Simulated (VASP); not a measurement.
# Ru (P6_3/mmc) in VASP: further runs

Ru is run at these levels: r2SCAN; tasks: single point.

Everything below comes from runs of VASP 6.6.1. Logs are shortened: lines on timing, memory, paths and dates and some standing lists are left out, and cuts for length are marked.

**1. The cell of the first run**

It takes space group P6_3/mmc (No. 194, hexagonal). The conventional cell has a = 2.722 Å, b = 2.722 Å, c = 4.290 Å, α = 90.00°, β = 90.00°, γ = 120.00°. Within 3.5 Å of Ru (site symmetry -6m2) lie 12 Ru at 2.66 to 2.72 Å.

**2. Single point, r2SCAN**

Contents of POSCAR:

```
Ru
1.0
    2.7215930885      0.0000000000      0.0000000000
   -1.3607965443      2.3569687534      0.0000000000
    0.0000000000      0.0000000000      4.2897195285
Ru
2
Direct
    0.3333333333      0.6666666667      0.7500000000
    0.6666666667      0.3333333333      0.2500000000
```

Contents of INCAR.step1:

```
SYSTEM = Ru
ALGO     = Normal         ! electronic algorithm
EDIFF    = 1E-5           ! SCF threshold, eV
ENCUT    = 620            ! plane-wave cutoff, eV
GGA      = PE             ! functional
GGA_COMPAT= .False.      
ISMEAR   = 0              ! smearing method
LASPH    = .True.         ! aspherical terms in the spheres
LCHARG   = .False.        ! write CHGCAR
LREAL    = .False.        ! projectors in reciprocal space
LWAVE    = .True.         ! write WAVECAR
NBANDS   = 23             ! bands
NELM     = 120            ! most SCF steps
PREC     = Accurate       ! precision mode
SIGMA    = 0.05           ! smearing width, eV
```

Contents of INCAR.step2:

```
SYSTEM = Ru
ALGO     = Normal         ! electronic algorithm
EDIFF    = 1E-6           ! SCF threshold, eV
ENCUT    = 620            ! plane-wave cutoff, eV
GGA_COMPAT= .False.      
ISIF     = 2              ! what is computed and relaxed
ISMEAR   = 0              ! smearing method
ISTART   = 1            
LASPH    = .True.         ! aspherical terms in the spheres
LCHARG   = .False.        ! write CHGCAR
LMIXTAU  = .True.       
LREAL    = .False.        ! projectors in reciprocal space
LWAVE    = .False.        ! write WAVECAR
METAGGA  = R2SCAN         ! meta-GGA
NBANDS   = 23             ! bands
NELM     = 120            ! most SCF steps
PREC     = Accurate       ! precision mode
SIGMA    = 0.05           ! smearing width, eV
```

Contents of KPOINTS:

```
k-points
0
Gamma
  18 18 10
  0 0 0
```

Potentials or basis: VASP PAW PBE potentials, release 64 (Ru_sv).

Command:

```
$ cat potpaw_PBE.64/Ru_sv/POTCAR > POTCAR
$ cp INCAR.step1 INCAR
$ mpirun -np 1 vasp_std > vasp.out
$ cp INCAR.step2 INCAR
$ mpirun -np 1 vasp_std > vasp.out
```

OUTCAR:

```text
SYSTEM = Ru
   EDIFF = 1E-6
   ENCUT = 620
   ISIF = 2
   ISMEAR = 0
   ISTART = 1
   LASPH = .True.
   LREAL = .False.
   METAGGA = R2SCAN
   NELM = 120
   PREC = Accurate

 ion  position               nearest neighbor table
   1  0.333  0.667  0.750-   2 2.66   2 2.66   2 2.66   2 2.66   2 2.66   2 2.66
   2  0.667  0.333  0.250-   1 2.66   1 2.66   1 2.66   1 2.66   1 2.66   1 2.66

  LATTYP: Found a hexagonal cell.
 ALAT       =     2.7215930885
 C/A-ratio  =     1.5761796084

  Lattice vectors:

 A1 = (   2.7215930885,   0.0000000000,   0.0000000000)
 A2 = (  -1.3607965443,   2.3569687534,   0.0000000000)
 A3 = (   0.0000000000,   0.0000000000,   4.2897195285)

Analysis of symmetry for initial positions (statically):
=====================================================================
 Subroutine PRICEL returns:
 Original cell was already a primitive cell.

 Routine SETGRP: Setting up the symmetry group for a
 hexagonal supercell.

 Subroutine GETGRP returns: Found 24 space group operations
 (whereof 12 operations were pure point group operations)
 out of a pool of 24 trial point group operations.

The static configuration has the point symmetry D_3d.
 The point group associated with its full space group is D_6h.

Analysis of symmetry for dynamics (positions and initial velocities):
=====================================================================
 Subroutine PRICEL returns:
 Original cell was already a primitive cell.

 Routine SETGRP: Setting up the symmetry group for a
 hexagonal supercell.

 Subroutine GETGRP returns: Found 24 space group operations
 (whereof 12 operations were pure point group operations)
 out of a pool of 24 trial point group operations.

The dynamic configuration has the point symmetry D_3d.
 The point group associated with its full space group is D_6h.

 Subroutine INISYM returns: Found 24 space group operations
 (whereof 12 operations are pure point group operations),
 and found     1 'primitive' translations

----------------------------------------------------------------------------------------

                                     Primitive cell

  volume of cell :      27.5173

  direct lattice vectors                    reciprocal lattice vectors
     2.721593089  0.000000000  0.000000000     0.367431856  0.212136881  0.000000000
    -1.360796544  2.356968753  0.000000000     0.000000000  0.424273762  0.000000000
     0.000000000  0.000000000  4.289719529     0.000000000  0.000000000  0.233115474

  length of vectors
[... 81 lines left out ...]
   NELM   =    120;   NELMIN=  2; NELMDL=  0     # of ELM steps
   EDIFF  = 0.1E-05   stopping-criterion for ELM
   LREAL  =      F    real-space projection
   EDIFFG = 0.1E-04   stopping-criterion for IOM
   NSW    =      0    number of steps for IOM
   IBRION =     -1    ionic relax: 0-MD 1-quasi-New 2-CG
   NFREE  =      0    steps in history (QN), initial steepest desc. (CG)
   ISIF   =      2    stress and relaxation
   ISYM   =      2    0-nonsym 1-usesym 2-fastsym
   POTIM  = 0.5000    time-step for ionic-motion
   TEBEG  =    0.0;   TEEND  =   0.0 temperature during run
   PSTRESS=    0.0 pullay stress
   NELECT =      32.0000    total number of electrons
   NUPDOWN=      -1.0000    fix difference up-down
   EMIN   =  10.00;   EMAX   =-10.00  energy-range for DOS
   EFERMI =   0.00;   METHOD = LEGACY
   ISMEAR =     0;   SIGMA  =   0.05  broadening in eV -4-tet -1-fermi 0-gaus
   EFERMI_NEDOS =   21; number of points for ismear=-14 and -15
   IALGO  =     38    algorithm
   IMIX   =      4    mixing-type and parameters
     AMIX     =   0.40;   BMIX     =  1.00
     AMIX_MAG =   1.60;   BMIX_MAG =  1.00
  volume/ion in A,a.u.               =      13.76        92.85
  Fermi-wavevector in a.u.,A,eV,Ry     =   1.721563  3.253282 40.324651  2.963778
  Thomas-Fermi vector in A             =   2.797791
   LORBIT       =      0    0 simple, 1 ext, 2 COOP (PROOUT), +10 PAW based schemes
   METAGGA = R2SCAN    functional components
   LHFCALC =     F    Hartree Fock is set to
   AEXX    =    0.0000 exact exchange contribution
   IVDW    =     0    specifies the selected vdW correction
   LEPSILON=     F    determine dielectric tensor
   LRPA    =     F    only Hartree local field effects (RPA)
 non-spin polarized calculation
 Gauss-broadening in eV      SIGMA  =   0.05
  energy-cutoff  :      620.00
  volume of cell :       27.52
 maximum number of plane-waves:      1014
 NGX is ok and might be reduce to    24
   NGX = 11   NGY = 11   NGZ = 17

 number of electron      31.9999998 magnetization

 Free energy of the ion-electron system (eV)
  ---------------------------------------------------
  ext. energy  EPLUGINS =         0.00000000
  ---------------------------------------------------
  free energy    TOTEN  =       -50.93161830 eV

  energy without entropy =      -50.92898168  energy(sigma->0) =      -50.93029999

 E-fermi :  14.7589     XC(G=0): -15.4413

 val. band max:       14.7580690817   @ k =   0.2778   0.1667   0.0000
 cond. band min:      14.7618295466   @ k =   0.1667   0.1111   0.3000
 fundamental gap:      0.0037604649
 Fermi energy:        14.7589438200

 k-point     1 :       0.0000    0.0000    0.0000
  band No.  band energies     occupation
      1     -60.5353      2.00000
      2     -60.3188      2.00000
      3     -30.2599      2.00000
      4     -29.2983      2.00000
      5     -29.2983      2.00000
      6     -29.1195      2.00000
[... 613 lines left out ...]
     22      27.2561      0.00000
     23      27.2828      0.00000

 [... further k-points ...]

------------------------ aborting loop because EDIFF is reached ----------------------------------------

  FORCE on cell =-STRESS in cart. coord.  units (eV):
  Direction    XX          YY          ZZ          XY          YZ          ZX
  --------------------------------------------------------------------------------------
  -------------------------------------------------------------------------------------
  Total       -1.0939211     -1.0939211     -1.0419170      0.0000000      0.0000000      0.0000000
  in kB      -63.6928451    -63.6928451    -60.6649442      0.0000000      0.0000000      0.0000000
  external PRESSURE =     -62.6835448 kB  Pullay stress =       0.0000000 kB

 VOLUME and BASIS-vectors are now :
 -----------------------------------------------------------------------------
  energy-cutoff  :      620.00
  volume of cell :       27.52
      direct lattice vectors                 reciprocal lattice vectors
     2.721593089  0.000000000  0.000000000     0.367431856  0.212136881  0.000000000
    -1.360796544  2.356968753  0.000000000     0.000000000  0.424273762  0.000000000
     0.000000000  0.000000000  4.289719529     0.000000000  0.000000000  0.233115474

 POSITION                                       TOTAL-FORCE (eV/Angst)
 -----------------------------------------------------------------------------------
     -0.00000      1.57131      3.21729        -0.000000     -0.000000      0.000000
      1.36080      0.78566      1.07243         0.000000      0.000000      0.000000
 -----------------------------------------------------------------------------------
    total drift:                               -0.000000      0.000000     -0.000000

  FREE ENERGIE OF THE ION-ELECTRON SYSTEM (eV)
  ---------------------------------------------------
  free  energy   TOTEN  =       -50.9316182962 eV

  energy  without entropy=      -50.9289816790  energy(sigma->0) =      -50.93029999
```

OUTCAR.step1:

```text
SYSTEM = Ru
   EDIFF = 1E-5
   ENCUT = 620
   GGA = PE
   ISMEAR = 0
   LASPH = .True.
   LREAL = .False.
[... 848 lines left out ...]
     -0.00000      1.57131      3.21729        -0.000000      0.000000      0.000000
      1.36080      0.78566      1.07243         0.000000     -0.000000      0.000000
 -----------------------------------------------------------------------------------
    total drift:                               -0.000000      0.000000     -0.000000

  FREE ENERGIE OF THE ION-ELECTRON SYSTEM (eV)
  ---------------------------------------------------
  free  energy   TOTEN  =       -18.5587755533 eV

  energy  without entropy=      -18.5560541651  energy(sigma->0) =      -18.55741486
```

Run time: 3.3 min. Hardware: 1 thread of Intel Xeon 6975P-C (Granite Rapids), shared host; peak memory 0.27 GiB.

Results:

```
Free energy            : -50.9316 eV
Pressure               : -6.3 GPa
Band gap on the k mesh : zero (bands 16 and 17 overlap by 3.19 eV)
```

Stress tensor (GPa, compression positive):
```
-6.37  0.00  0.00
 0.00 -6.37  0.00
 0.00  0.00 -6.07
```

Caveat: the cell stands under tension; the PAW data sets were made with another functional, which shifts forces and pressure a little.

**3. Single point, r2SCAN (13.49 Å³/atom)**

This run uses another cell than the first one, of 13.49 Å³/atom.

Contents of POSCAR:

```
Ru
1.0
    2.7021037961      0.0000000000      0.0000000000
   -1.3510518980      2.3400905311      0.0000000000
    0.0000000000      0.0000000000      4.2667117771
Ru
2
Direct
    0.3333333333      0.6666666667      0.7500000000
    0.6666666667      0.3333333333      0.2500000000
```

Contents of INCAR.step1:

```
PREC     = Accurate       # precision mode
ENCUT    = 620            # plane-wave cutoff, eV
ISMEAR   = 0              # smearing method
SIGMA    = 0.05           # smearing width, eV
LREAL    = F              # projectors in reciprocal space
LASPH    = T              # aspherical terms in the spheres
NELM     = 120            # most SCF steps
NBANDS   = 23             # bands
GGA      = PE             # functional
ALGO     = Normal         # electronic algorithm
EDIFF    = 1E-5           # SCF threshold, eV
LWAVE    = T              # write WAVECAR
LCHARG   = F              # write CHGCAR
GGA_COMPAT= F
```

Contents of INCAR.step2:

```
PREC     = Accurate       # precision mode
ENCUT    = 620            # plane-wave cutoff, eV
EDIFF    = 1E-6           # SCF threshold, eV
ISMEAR   = 0              # smearing method
SIGMA    = 0.05           # smearing width, eV
LREAL    = F              # projectors in reciprocal space
LASPH    = T              # aspherical terms in the spheres
NELM     = 120            # most SCF steps
ALGO     = Normal         # electronic algorithm
ISIF     = 2              # what is computed and relaxed
LWAVE    = F              # write WAVECAR
LCHARG   = T              # write CHGCAR
METAGGA  = R2SCAN         # meta-GGA
LMIXTAU  = T            
LELF     = T              # ELF
LVHAR    = T            
NBANDS   = 23             # bands
ISTART   = 1            
GGA_COMPAT= F
```

Contents of KPOINTS:

```
Automatic mesh
0
Gamma
  18 18 10
```

Potentials or basis: VASP PAW PBE potentials, release 64 (Ru_sv).

Command:

```
$ cat potpaw_PBE.64/Ru_sv/POTCAR > POTCAR
$ cp INCAR.step1 INCAR
$ mpirun -np 1 vasp_std > vasp.out
$ cp INCAR.step2 INCAR
$ mpirun -np 1 vasp_std > vasp.out
```

Wall time 3.4 min (1 thread of Intel Xeon 6975P-C (Granite Rapids), shared host); peak memory 0.26 GiB.

It converged, with:

| Quantity | Value |
| --- | --- |
| Free energy | -50.9418 eV |
| Pressure | 0.1 GPa |
| Band gap on the k mesh | zero (bands 16 and 17 overlap by 3.29 eV) |

Levels at points of the mesh, in eV from the Fermi level:
```
           k point  band 14  band 15  band 16  band 17  band 18  band 19
(0.00, 0.00, 0.00)    -2.00    -2.00    -1.48    -1.48     1.26     1.26
(0.50, 0.00, 0.00)    -1.88    -1.57     1.50     1.94     2.03     4.28
(0.00, 0.00, 0.50)    -2.90    -2.82    -2.82     0.58     0.58     0.58
(0.50, 0.00, 0.50)    -1.11     0.48     0.48     1.77     1.77     3.57
```

Caveat: the PAW data sets were made with another functional, which shifts forces and pressure a little.
